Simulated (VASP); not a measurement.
A run of VASP 6.6.1 is set up as follows.

The input POSCAR:

```
KBr
1.0
    2.9901052876      2.9901052876      0.0000000000
   -2.9901052876      2.9901052876      0.0000000000
    0.0000000000      2.9901052876      2.9901052876
K Br
1 1
Direct
    0.0000000000      0.0000000000      0.0000000000
    0.5000000000      0.5000000000      0.0000000000
```

Contents of INCAR.step1:

```
PREC = Accurate
ENCUT = 520
ISMEAR = 0
SIGMA = 0.01
LREAL = False
LASPH = True
NELM = 80
NBANDS = 15
GGA = PE
ALGO = Normal
EDIFF = 1E-4
LWAVE = True
LCHARG = False
```

The input INCAR.step2:

```
PREC = Accurate
ENCUT = 520
EDIFF = 1E-7
ISMEAR = 0
SIGMA = 0.01
LREAL = False
LASPH = True
NELM = 80
ALGO = Normal
ISIF = 2
LWAVE = False
LCHARG = True
METAGGA = R2SCAN
LMIXTAU = True
LELF = True
LVHAR = True
NBANDS = 15
ISTART = 1
```

Contents of KPOINTS:

```
regular mesh
0
Gamma
  6 6 6
```

Potentials or basis: VASP PAW PBE potentials, release 64 (K_sv, Br).

Run with:

```console
$ cat potpaw_PBE.64/K_sv/POTCAR potpaw_PBE.64/Br/POTCAR > POTCAR
$ cp INCAR.step1 INCAR
$ mpirun -np 1 vasp_std > vasp.out
$ cp INCAR.step2 INCAR
$ mpirun -np 1 vasp_std > vasp.out
```

(1) Predict the band gap on the k mesh.

(2) Predict the pressure.

Answers

(1) 5.79 eV (least direct gap 6.12 eV).

(2) 10.1 GPa.

Caveat: the cell stands under pressure; the PAW data sets were made with another functional, which shifts forces and pressure a little.
